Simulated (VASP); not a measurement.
Here is a VASP 6.6.1 calculation.

POSCAR

```
La
1.0
    3.7046009033      0.0000000000      0.0000000000
   -1.8523004516      3.2082784931      0.0000000000
    0.0000000000      0.0000000000      5.9284674989
La
2
Direct
    0.3333333333      0.6666666667      0.2500000000
    0.6666666667      0.3333333333      0.7500000000
```

INCAR.step1

```
PREC = Accurate
ENCUT = 520
ISMEAR = -1
SIGMA = 0.08
LREAL = False
LASPH = True
NELM = 100
NBANDS = 18
GGA = PE
ALGO = Normal
EDIFF = 1E-4
LWAVE = True
LCHARG = False
```

File INCAR.step2:

```
PREC = Accurate
ENCUT = 520
EDIFF = 1E-7
ISMEAR = -1
SIGMA = 0.08
LREAL = False
LASPH = True
NELM = 100
ALGO = Normal
ISIF = 2
LWAVE = False
LCHARG = False
METAGGA = R2SCAN
LMIXTAU = True
NBANDS = 18
ISTART = 1
```

KPOINTS

```
Automatic mesh
0
Gamma
  14 14 8
```

Potentials or basis: VASP PAW PBE potentials, release 64 (La).

The run is started by

```sh
$ cat potpaw_PBE.64/La/POTCAR > POTCAR
$ cp INCAR.step1 INCAR
$ mpirun -np 1 vasp_std > vasp.out
$ cp INCAR.step2 INCAR
$ mpirun -np 1 vasp_std > vasp.out
```

(1) What does it give for the band gap on the k mesh?

(2) Predict the pressure.

## Answers

(1) zero (bands 11 and 12 overlap by 1.77 eV).

(2) 2.1 GPa.

Caveat: the PAW data sets were made with another functional, which shifts forces and pressure a little; spin-orbit coupling is left out, which moves the levels of the heavy elements.
